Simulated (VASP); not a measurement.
# MnS in VASP: further runs, part 2 of 3

VASP 6.6.1. Earlier steps stand in the parts before.

**3. Single point, LDA, collinear spin, ferromagnetic start**

This run uses another cell than the first one, of 12.95 Å³/atom, 1.034 times its volume.

INCAR reads:

```
SYSTEM = MnS
ALGO = Normal
EDIFF = 1E-7
ENCUT = 520
GGA = CA
ISIF = 2
ISMEAR = -1
ISPIN = 2
LASPH = .TRUE.
LCHARG = .TRUE.
LELF = .TRUE.
LMAXMIX = 4
LORBIT = 11
LREAL = .FALSE.
LVHAR = .TRUE.
LWAVE = .FALSE.
MAGMOM = 4 0
NBANDS = 20
NELM = 150
PREC = Accurate
SIGMA = 0.05
```

KPOINTS reads:

```
k-points
0
G
  7 7 7
  0 0 0
```

POSCAR reads:

```
MnS
1.0
    1.6605708726      0.9587310403      2.7116189466
   -1.6605708726      0.9587310403      2.7116189466
    0.0000000000     -1.9174620806      2.7116189466
Mn S
1 1
Direct
    0.0000000000      0.0000000000      0.0000000000
    0.5000000000      0.5000000000      0.5000000000
```

Potentials or basis: VASP PAW LDA potentials, release 64 (Mn_pv, S).

Launch:

```bash
$ cat potpaw_LDA.64/Mn_pv/POTCAR potpaw_LDA.64/S/POTCAR > POTCAR
$ mpirun -np 1 vasp_std > vasp.out
```

OUTCAR:

```text
SYSTEM = MnS
   EDIFF = 1E-7
   ENCUT = 520
   GGA = CA
   ISIF = 2
   ISMEAR = -1
   ISPIN = 2
   LASPH = .TRUE.
   LORBIT = 11
   LREAL = .FALSE.
   NELM = 150
   PREC = Accurate

 ion  position               nearest neighbor table
   1  0.000  0.000  0.000-   2 2.35   2 2.35   2 2.35   2 2.35   2 2.35   2 2.35
   2  0.500  0.500  0.500-   1 2.35   1 2.35   1 2.35   1 2.35   1 2.35   1 2.35

  LATTYP: Found a trigonal (rhomboedric) cell.
 ALAT       =     3.3210748474
 COS(alpha) =     0.4999798564

  Lattice vectors:

 A1 = (   1.6605708726,   0.9587310403,   2.7116189466)
 A2 = (  -1.6605708726,   0.9587310403,   2.7116189466)
 A3 = (   0.0000000000,  -1.9174620806,   2.7116189466)

Analysis of symmetry for initial positions (statically):
=====================================================================
 Subroutine PRICEL returns:
 Original cell was already a primitive cell.

 Routine SETGRP: Setting up the symmetry group for a
 trigonal (rhombohedral) supercell.

 Subroutine GETGRP returns: Found 12 space group operations
[... 1293 lines left out ...]
     19      29.4433      0.00000
     20      30.1402      0.00000

 [... further k-points ...]

------------------------ aborting loop because EDIFF is reached ----------------------------------------

  FORCE on cell =-STRESS in cart. coord.  units (eV):
  Direction    XX          YY          ZZ          XY          YZ          ZX
  --------------------------------------------------------------------------------------
  -------------------------------------------------------------------------------------
  Total        0.6715783      0.6715783      0.6719012      0.0000000      0.0000000      0.0000000
  in kB       41.5406331     41.5406331     41.5606045      0.0000000      0.0000000      0.0000000
  external PRESSURE =      41.5472902 kB  Pullay stress =       0.0000000 kB

 VOLUME and BASIS-vectors are now :
 -----------------------------------------------------------------------------
  energy-cutoff  :      520.00
  volume of cell :       25.90
      direct lattice vectors                 reciprocal lattice vectors
     1.660570873  0.958731040  2.711618947     0.301101271  0.173840900  0.122927793
    -1.660570873  0.958731040  2.711618947    -0.301101271  0.173840900  0.122927793
     0.000000000 -1.917462081  2.711618947     0.000000000 -0.347681800  0.122927793

 POSITION                                       TOTAL-FORCE (eV/Angst)
 -----------------------------------------------------------------------------------
      0.00000      0.00000      0.00000         0.000000     -0.000000      0.000000
      0.00000      0.00000      4.06743        -0.000000      0.000000      0.000000
 -----------------------------------------------------------------------------------
    total drift:                                0.000000      0.000000      0.000000

  FREE ENERGIE OF THE ION-ELECTRON SYSTEM (eV)
  ---------------------------------------------------
  free  energy   TOTEN  =       -15.3752053482 eV

  energy  without entropy=      -15.3606033365  energy(sigma->0) =      -15.36790434

 total charge

# of ion       s       p       d       tot
------------------------------------------
    1        0.290   6.271   5.218  11.779
    2        1.320   2.431   0.000   3.751
--------------------------------------------------
tot          1.610   8.702   5.218  15.530

 magnetization (x)

# of ion       s       p       d       tot
------------------------------------------
    1        0.049   0.032   2.831   2.911
    2        0.016   0.031   0.000   0.047
--------------------------------------------------
tot          0.065   0.063   2.831   2.959
```

OSZICAR:

```text
N       E                     dE             d eps       ncg     rms          rms(c)
DAV:   1     0.157127740405E+03    0.15713E+03   -0.10051E+04  3568   0.106E+03
DAV:   2    -0.885694907180E+01   -0.16598E+03   -0.15676E+03  3688   0.304E+02
DAV:   3    -0.164014688718E+02   -0.75445E+01   -0.74499E+01  4020   0.693E+01
DAV:   4    -0.164803530500E+02   -0.78884E-01   -0.78810E-01  3936   0.713E+00
DAV:   5    -0.164812460872E+02   -0.89304E-03   -0.89301E-03  4060   0.798E-01    0.168E+01
DAV:   6    -0.158756437730E+02    0.60560E+00   -0.55970E+00  3820   0.333E+01    0.112E+01
DAV:   7    -0.154009661894E+02    0.47468E+00   -0.15105E+00  3824   0.190E+01    0.639E+00
DAV:   8    -0.153761615442E+02    0.24805E-01   -0.44213E-02  4008   0.227E+00    0.324E+00
DAV:   9    -0.153751496057E+02    0.10119E-02   -0.81741E-03  4896   0.875E-01    0.515E-01
DAV:  10    -0.153751659822E+02   -0.16376E-04   -0.29716E-03  3784   0.599E-01    0.213E-01
DAV:  11    -0.153752006502E+02   -0.34668E-04   -0.22365E-04  4372   0.154E-01    0.111E-01
DAV:  12    -0.153752043638E+02   -0.37136E-05   -0.77039E-05  4624   0.646E-02    0.481E-02
DAV:  13    -0.153752052272E+02   -0.86343E-06   -0.16132E-05  3936   0.450E-02    0.225E-02
DAV:  14    -0.153752052447E+02   -0.17487E-07   -0.47790E-06  4652   0.165E-02    0.582E-03
DAV:  15    -0.153752053463E+02   -0.10163E-06   -0.70943E-07  3844   0.724E-03    0.139E-03
DAV:  16    -0.153752053482E+02   -0.18986E-08   -0.12305E-08  2072   0.962E-04
   1 F= -.15375205E+02 E0= -.15367904E+02  d E =-.146020E-01  mag=     3.1211
```

stdout:

```text
POSCAR found type information on POSCAR MnS
 POSCAR found :  2 types and       2 ions
 scaLAPACK will be used
 -----------------------------------------------------------------------------
|                                                                             |
|           W    W    AA    RRRRR   N    N  II  N    N   GGGG   !!!           |
[... 19 lines left out ...]
 -----------------------------------------------------------------------------

 LDA part: xc-table for (Slater(with rela. corr.)+CA(PZ))
 , standard interpolation
 POSCAR, INCAR and KPOINTS ok, starting setup
 FFT: planning ... GRIDC
 FFT: planning ... GRID_SOFT
 FFT: planning ... GRID
 WAVECAR not read
 entering main loop
```

Wall time 42 s (1 thread of Intel Xeon Platinum 8488C (Sapphire Rapids), shared host); peak memory 0.17 GiB.

Results:

```
Free energy                                           : -15.3752 eV
Pressure                                              : 4.2 GPa
Net moment                                            : 3.12 μB per cell
Site moments                                          : Mn +2.91; S +0.05 μB
Valence electrons inside the program's atomic spheres : Mn 11.78; S 3.75
```

Levels at points of the mesh, in eV from the Fermi level:
Spin up:
```tsv
k point	band 7	band 8	band 9	band 10	band 11	band 12	band 13	band 14	band 15	band 16
(0.00, 0.00, 0.00)	-3.00	-2.83	-2.83	-1.88	-1.88	-1.88	4.97	9.89	9.89	9.90
```
Spin down:
```csv
k point,band 4,band 5,band 6,band 7,band 8,band 9,band 10,band 11,band 12,band 13
"(0.00, 0.00, 0.00)",-16.36,-1.68,-1.68,-1.68,-0.91,-0.91,-0.91,-0.79,-0.79,5.44
```

Caveat: a cell with one magnetic atom can't hold antiferromagnetic order, which such compounds often take; semilocal functionals often make such compounds metallic where correlation or magnetic order opens a gap, which also shifts bond lengths. With open d or f shells a metallic result of LDA can be an artefact of self-interaction; +U or a hybrid may open a gap.

**4. Single point, LDA, collinear spin, ferromagnetic start**

This run uses another cell than the first one, of 13.40 Å³/atom, 1.070 times its volume.

INCAR reads:

```
  PREC = Accurate
  ENCUT = 520
  EDIFF = 1E-7
  ISMEAR = -1
  SIGMA = 0.05
  LREAL = False
  LASPH = True
  NELM = 150
  ALGO = Normal
  ISIF = 2
  LWAVE = False
  LCHARG = False
  ISPIN = 2
  MAGMOM = 4 0
  LORBIT = 11
  LMAXMIX = 4
  GGA = CA
  NBANDS = 20
```

KPOINTS reads:

```
regular mesh
0
Gamma
  7 7 7
```

POSCAR reads:

```
MnS
1.0
    1.6796416725      0.9697415718      2.7427804564
   -1.6796416725      0.9697415718      2.7427804564
    0.0000000000     -1.9394831435      2.7427804564
Mn S
1 1
Direct
    0.0000000000      0.0000000000      0.0000000000
    0.5000000000      0.5000000000      0.5000000000
```

Launch:

```bash
$ cat potpaw_LDA.64/Mn_pv/POTCAR potpaw_LDA.64/S/POTCAR > POTCAR
$ mpirun -np 1 vasp_std > vasp.out
```

It took 36 s on 1 thread of Intel Xeon Platinum 8488C (Sapphire Rapids), shared host; peak memory 0.17 GiB.

It converged, with:

- Free energy: -15.3874 eV
- Pressure: 0.5 GPa
- Net moment: 3.28 μB per cell
- Site moments: Mn +3.05; S +0.05 μB
- Valence electrons inside the program's atomic spheres: Mn 11.72; S 3.74

Levels at points of the mesh, in eV from the Fermi level:
Spin up:
```csv
k point,band 7,band 8,band 9,band 10,band 11,band 12,band 13,band 14,band 15,band 16
"(0.00, 0.00, 0.00)",-3.01,-2.86,-2.86,-1.93,-1.93,-1.93,4.50,9.70,9.70,9.70
```
Spin down:
| k point | band 5 | band 6 | band 7 | band 8 | band 9 | band 10 | band 11 | band 12 |
| --- | --- | --- | --- | --- | --- | --- | --- | --- |
| (0.00, 0.00, 0.00) | -1.73 | -1.73 | -1.73 | -0.80 | -0.80 | -0.80 | -0.69 | -0.69 |

Caveat: a cell with one magnetic atom can't hold antiferromagnetic order, which such compounds often take; semilocal functionals often make such compounds metallic where correlation or magnetic order opens a gap, which also shifts bond lengths. With open d or f shells a metallic result of LDA can be an artefact of self-interaction; +U or a hybrid may open a gap.

(Part 2 of 3 ends here.)
